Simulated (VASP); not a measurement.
# Ru (R-3m) in VASP: further runs, part 2 of 3

VASP 6.6.1. The steps go on from the part before.

## (3) Single point, PBE

This run uses another cell than the first one, of 13.30 Å³/atom, 1.040 times its volume.

Contents of INCAR:

```
PREC     = Accurate       # precision mode
ENCUT    = 520            # plane-wave cutoff, eV
EDIFF    = 1E-6           # SCF threshold, eV
ISMEAR   = 0              # smearing method
SIGMA    = 0.15           # smearing width, eV
LREAL    = F              # projectors in reciprocal space
LASPH    = T              # aspherical terms in the spheres
NELM     = 100            # most SCF steps
ALGO     = Normal         # electronic algorithm
ISIF     = 2              # what is computed and relaxed
LWAVE    = F              # write WAVECAR
LCHARG   = F              # write CHGCAR
GGA      = PE             # functional
NBANDS   = 13             # bands
```

Contents of KPOINTS:

```
regular mesh
0
Gamma
  20 20 20
```

Contents of POSCAR:

```
Ru
1.0
    0.0666779414      1.9146094595      1.9146094595
    1.9146094595      0.0666779414      1.9146094595
    1.9146094595      1.9146094595      0.0666779414
Ru
1
Direct
    0.0000000000      0.0000000000      0.0000000000
```

Potentials or basis: VASP PAW PBE potentials, release 64 (Ru_pv).

On the command line:

```bash
> cat potpaw_PBE.64/Ru_pv/POTCAR > POTCAR
> mpirun -np 1 vasp_std > vasp.out
```

OUTCAR:

```text
PREC = Accurate
   ENCUT = 520
   EDIFF = 1E-6
   ISMEAR = 0
   LREAL = F
   LASPH = T
   NELM = 100
   ISIF = 2
   GGA = PE

 ion  position               nearest neighbor table
   1  0.000  0.000  0.000-

  LATTYP: Found a trigonal (rhomboedric) cell.
 ALAT       =     2.7084875323
 COS(alpha) =     0.5345017378

  Lattice vectors:

 A1 = (   0.0666779414,   1.9146094595,   1.9146094595)
 A2 = (   1.9146094595,   0.0666779414,   1.9146094595)
 A3 = (   1.9146094595,   1.9146094595,   0.0666779414)

Analysis of symmetry for initial positions (statically):
=====================================================================
 Subroutine PRICEL returns:
 Original cell was already a primitive cell.

 Routine SETGRP: Setting up the symmetry group for a
 trigonal (rhombohedral) supercell.

 Subroutine GETGRP returns: Found 12 space group operations
 (whereof 12 operations were pure point group operations)
 out of a pool of 12 trial point group operations.

The static configuration has the point symmetry D_3d.

Analysis of symmetry for dynamics (positions and initial velocities):
=====================================================================
 Subroutine PRICEL returns:
 Original cell was already a primitive cell.

 Routine SETGRP: Setting up the symmetry group for a
 trigonal (rhombohedral) supercell.

 Subroutine GETGRP returns: Found 12 space group operations
 (whereof 12 operations were pure point group operations)
 out of a pool of 12 trial point group operations.

The dynamic configuration has the point symmetry D_3d.

 Subroutine INISYM returns: Found 12 space group operations
 (whereof 12 operations are pure point group operations),
 and found     1 'primitive' translations

----------------------------------------------------------------------------------------

                                     Primitive cell

  volume of cell :      13.3039

  direct lattice vectors                    reciprocal lattice vectors
     0.066677941  1.914609460  1.914609460    -0.275203628  0.265941967  0.265941967
     1.914609460  0.066677941  1.914609460     0.265941967 -0.275203628  0.265941967
     1.914609460  1.914609460  0.066677941     0.265941967  0.265941967 -0.275203628

  length of vectors
     2.708487532  2.708487532  2.708487532     0.466033578  0.466033578  0.466033578

  position of ions in fractional coordinates (direct lattice)
     0.000000000  0.000000000  0.000000000

  ion indices of the primitive-cell ions
   primitive index   ion index
                 1           1

----------------------------------------------------------------------------------------

 KPOINTS: regular mesh

Automatic generation of k-mesh.
 Grid dimensions read from file:
 generate k-points for:   20   20   20

 Generating k-lattice:

  Cartesian coordinates                     Fractional coordinates (reciprocal lattice)
    -0.013760181  0.013297098  0.013297098     0.050000000 -0.000000000 -0.000000000
     0.013297098 -0.013760181  0.013297098    -0.000000000  0.050000000 -0.000000000
     0.013297098  0.013297098 -0.013760181    -0.000000000 -0.000000000  0.050000000

  Length of vectors
     0.023301679  0.023301679  0.023301679

  Shift w.r.t. Gamma in fractional coordinates (k-lattice)
     0.000000000  0.000000000  0.000000000

 Subroutine IBZKPT returns following result:
 ===========================================

 Found    781 irreducible k-points:

 Following reciprocal coordinates:
            Coordinates               Weight
  0.000000  0.000000  0.000000      1.000000
  0.050000  0.000000  0.000000      6.000000
  0.100000  0.000000  0.000000      6.000000
  0.150000  0.000000  0.000000      6.000000
  0.200000  0.000000  0.000000      6.000000
  0.250000  0.000000  0.000000      6.000000
[... 16 lines left out ...]
 -0.400000  0.050000 -0.000000     12.000000
 -0.350000  0.050000  0.000000     12.000000
 [... further k-points ...]
   k-points           NKPTS =    781   k-points in BZ     NKDIM =    781   number of bands    NBANDS=     13
   number of dos      NEDOS =    301   number of ions     NIONS =      1
   total plane-waves  NPLWV =   8000
   dimension x,y,z NGX =    20 NGY =   20 NGZ =   20
   dimension x,y,z NGXF=    40 NGYF=   40 NGZF=   40
   ions per type =               1
   NGX,Y,Z   is equivalent  to a cutoff of  12.28, 12.28, 12.28 a.u.
   NGXF,Y,Z  is equivalent  to a cutoff of  24.55, 24.55, 24.55 a.u.
 SYSTEM =  unknown system
   PREC   = accura    normal or accurate (medium, high low for compatibility)
   ISTART =      0    job   : 0-new  1-cont  2-samecut
   ICHARG =      2    charge: 1-file 2-atom 10-const
   ISPIN  =      1    spin polarized calculation?
   LNONCOLLINEAR =      F non collinear calculations
   LSORBIT =      F    spin-orbit coupling
   LASPH  =      T    aspherical Exc in radial PAW
   ENCUT  =  520.0 eV  38.22 Ry    6.18 a.u.   5.04  5.04  5.04*2*pi/ulx,y,z
   NELM   =    100;   NELMIN=  2; NELMDL= -5     # of ELM steps
   EDIFF  = 0.1E-05   stopping-criterion for ELM
   LREAL  =      F    real-space projection
   EDIFFG = 0.1E-04   stopping-criterion for IOM
   NSW    =      0    number of steps for IOM
   IBRION =     -1    ionic relax: 0-MD 1-quasi-New 2-CG
   NFREE  =      0    steps in history (QN), initial steepest desc. (CG)
   ISIF   =      2    stress and relaxation
   ISYM   =      2    0-nonsym 1-usesym 2-fastsym
   POTIM  = 0.5000    time-step for ionic-motion
   TEBEG  =    0.0;   TEEND  =   0.0 temperature during run
   PSTRESS=    0.0 pullay stress
   NELECT =      14.0000    total number of electrons
   NUPDOWN=      -1.0000    fix difference up-down
   EMIN   =  10.00;   EMAX   =-10.00  energy-range for DOS
   EFERMI =   0.00;   METHOD = LEGACY
   ISMEAR =     0;   SIGMA  =   0.15  broadening in eV -4-tet -1-fermi 0-gaus
   EFERMI_NEDOS =   21; number of points for ismear=-14 and -15
   IALGO  =     38    algorithm
   IMIX   =      4    mixing-type and parameters
     AMIX     =   0.40;   BMIX     =  1.00
     AMIX_MAG =   1.60;   BMIX_MAG =  1.00
  volume/ion in A,a.u.               =      13.30        89.78
  Fermi-wavevector in a.u.,A,eV,Ry     =   1.665167  3.146709 37.725975  2.772781
  Thomas-Fermi vector in A             =   2.751584
   LORBIT       =      0    0 simple, 1 ext, 2 COOP (PROOUT), +10 PAW based schemes
   GGA     = PE    functional components
   LHFCALC =     F    Hartree Fock is set to
   AEXX    =    0.0000 exact exchange contribution
   IVDW    =     0    specifies the selected vdW correction
   LEPSILON=     F    determine dielectric tensor
   LRPA    =     F    only Hartree local field effects (RPA)
 non-spin polarized calculation
 Gauss-broadening in eV      SIGMA  =   0.15
  energy-cutoff  :      520.00
  volume of cell :       13.30
 maximum number of plane-waves:       369
   NGX = 11   NGY = 11   NGZ = 11

 number of electron      14.0000000 magnetization

 Free energy of the ion-electron system (eV)
  ---------------------------------------------------
  ext. energy  EPLUGINS =         0.00000000
  ---------------------------------------------------
  free energy    TOTEN  =        -9.06170824 eV

  energy without entropy =       -9.04865672  energy(sigma->0) =       -9.05518248

 E-fermi :  13.1396     XC(G=0): -14.2418

 val. band max:       13.1390821662   @ k =  -0.3000   0.5000   0.1500
 cond. band min:      13.1399816471   @ k =  -0.2500  -0.3000   0.1500
 fundamental gap:      0.0008994809
 Fermi energy:        13.1395924212

 k-point     1 :       0.0000    0.0000    0.0000
  band No.  band energies     occupation
      1     -29.3644      2.00000
      2     -29.2605      2.00000
      3     -29.2605      2.00000
      4       5.1093      2.00000
      5       9.9528      2.00000
      6      10.6839      2.00000
      7      10.6839      2.00000
      8      13.0513      1.59507
      9      13.0513      1.59507
     10      23.6553      0.00000
     11      28.1372      0.00000
     12      33.0257      0.00000
     13      34.6061      0.00000
[... 353 lines left out ...]
 k-point    24 :      -0.3500    0.0500    0.0000
  band No.  band energies     occupation
      1     -30.2903      2.00000
      2     -29.4721      2.00000
      3     -29.4407      2.00000
      4       7.1789      2.00000
      5      10.1504      2.00000
      6      10.9221      2.00000
      7      12.0380      2.00000
      8      13.7968      0.00000
      9      14.9859      0.00000
     10      23.6543      0.00000
     11      25.9184      0.00000
     12      29.1594      0.00000
     13      35.2554      0.00000

 [... further k-points ...]

------------------------ aborting loop because EDIFF is reached ----------------------------------------

  FORCE on cell =-STRESS in cart. coord.  units (eV):
  Direction    XX          YY          ZZ          XY          YZ          ZX
  --------------------------------------------------------------------------------------
  -------------------------------------------------------------------------------------
  Total        1.1957695      1.1957695      1.1957695     -0.7950650     -0.7950650     -0.7950650
  in kB      144.0054275    144.0054275    144.0054275    -95.7489506    -95.7489506    -95.7489506
  external PRESSURE =     144.0054275 kB  Pullay stress =       0.0000000 kB

 VOLUME and BASIS-vectors are now :
 -----------------------------------------------------------------------------
  energy-cutoff  :      520.00
  volume of cell :       13.30
      direct lattice vectors                 reciprocal lattice vectors
     0.066677941  1.914609460  1.914609460    -0.275203628  0.265941967  0.265941967
     1.914609460  0.066677941  1.914609460     0.265941967 -0.275203628  0.265941967
     1.914609460  1.914609460  0.066677941     0.265941967  0.265941967 -0.275203628

 POSITION                                       TOTAL-FORCE (eV/Angst)
 -----------------------------------------------------------------------------------
      0.00000      0.00000      0.00000         0.000000     -0.000000     -0.000000
 -----------------------------------------------------------------------------------
    total drift:                                0.000000     -0.000000     -0.000000

  FREE ENERGIE OF THE ION-ELECTRON SYSTEM (eV)
  ---------------------------------------------------
  free  energy   TOTEN  =        -9.0617082447 eV

  energy  without entropy=       -9.0486567152  energy(sigma->0) =       -9.05518248
```

It took 48 s on 1 thread of Intel Xeon Platinum 8559C (Emerald Rapids), shared host; peak memory 0.23 GiB.

Results:

```
Free energy            : -9.0617 eV
Pressure               : 14.4 GPa
Band gap on the k mesh : zero (band 7 reaches 15.44 eV, above the bottom of band 8 at 11.85 eV)
```

## (4) Single point, PBE

This run uses another cell than the first one, of 15.43 Å³/atom, 1.207 times its volume.

Contents of INCAR:

```
ALGO = Fast
EDIFF = 1E-7
ENCUT = 520
GGA = PE
ISIF = 2
ISMEAR = 0
LASPH = T
LCHARG = F
LREAL = F
LWAVE = F
NBANDS = 13
NELM = 80
PREC = Accurate
SIGMA = 0.15
```

Contents of KPOINTS:

```
k-points
0
Gamma
  20 20 20
```

Contents of POSCAR:

```
Ru
1.0
   -0.0666779414      1.9431857201      1.9431857201
    1.9431857201     -0.0666779414      1.9431857201
    1.9431857201      1.9431857201     -0.0666779414
Ru
1
Direct
    0.0000000000      0.0000000000      0.0000000000
```

Potentials or basis: VASP PAW PBE potentials, release 64 (Ru_pv).

On the command line:

```bash
> cat potpaw_PBE.64/Ru_pv/POTCAR > POTCAR
> mpirun -np 1 vasp_std > vasp.out
```

OUTCAR:

```text
EDIFF = 1E-7
   ENCUT = 520
   GGA = PE
   ISIF = 2
   ISMEAR = 0
   LASPH = T
   LREAL = F
   NELM = 80
   PREC = Accurate

 ion  position               nearest neighbor table
   1  0.000  0.000  0.000-

  LATTYP: Found a trigonal (rhomboedric) cell.
 ALAT       =     2.7488883996
 COS(alpha) =     0.4654122789

  Lattice vectors:

 A1 = (  -0.0666779414,   1.9431857201,   1.9431857201)
 A2 = (   1.9431857201,  -0.0666779414,   1.9431857201)
[... 563 lines left out ...]
     12      26.1560      0.00000
     13      30.8498      0.00000

 [... further k-points ...]

------------------------ aborting loop because EDIFF is reached ----------------------------------------

  FORCE on cell =-STRESS in cart. coord.  units (eV):
  Direction    XX          YY          ZZ          XY          YZ          ZX
  --------------------------------------------------------------------------------------
  -------------------------------------------------------------------------------------
  Total       -2.3922563     -2.3922563     -2.3922563      0.5405615      0.5405615      0.5405615
  in kB     -248.4028469   -248.4028469   -248.4028469     56.1298623     56.1298623     56.1298623
  external PRESSURE =    -248.4028469 kB  Pullay stress =       0.0000000 kB

 VOLUME and BASIS-vectors are now :
 -----------------------------------------------------------------------------
  energy-cutoff  :      520.00
  volume of cell :       15.43
      direct lattice vectors                 reciprocal lattice vectors
    -0.066677941  1.943185720  1.943185720    -0.244430421  0.253115766  0.253115766
     1.943185720 -0.066677941  1.943185720     0.253115766 -0.244430421  0.253115766
     1.943185720  1.943185720 -0.066677941     0.253115766  0.253115766 -0.244430421

 POSITION                                       TOTAL-FORCE (eV/Angst)
 -----------------------------------------------------------------------------------
      0.00000      0.00000      0.00000         0.000000      0.000000      0.000000
 -----------------------------------------------------------------------------------
    total drift:                               -0.000000     -0.000000     -0.000000

  FREE ENERGIE OF THE ION-ELECTRON SYSTEM (eV)
  ---------------------------------------------------
  free  energy   TOTEN  =        -8.9567312396 eV

  energy  without entropy=       -8.9403390804  energy(sigma->0) =       -8.94853516
```

It took 69 s on 1 thread of AMD EPYC 9R45 (Zen 5), shared host; peak memory 0.21 GiB.

Results:

- Free energy: -8.9567 eV
- Pressure: -24.8 GPa
- Band gap on the k mesh: zero (band 7 reaches 12.36 eV, above the bottom of band 8 at 9.53 eV)

Stress tensor (GPa, compression positive):
```
-24.84   5.61   5.61
  5.61 -24.84   5.61
  5.61   5.61 -24.84
```

(Part 2 of 3 ends here.)
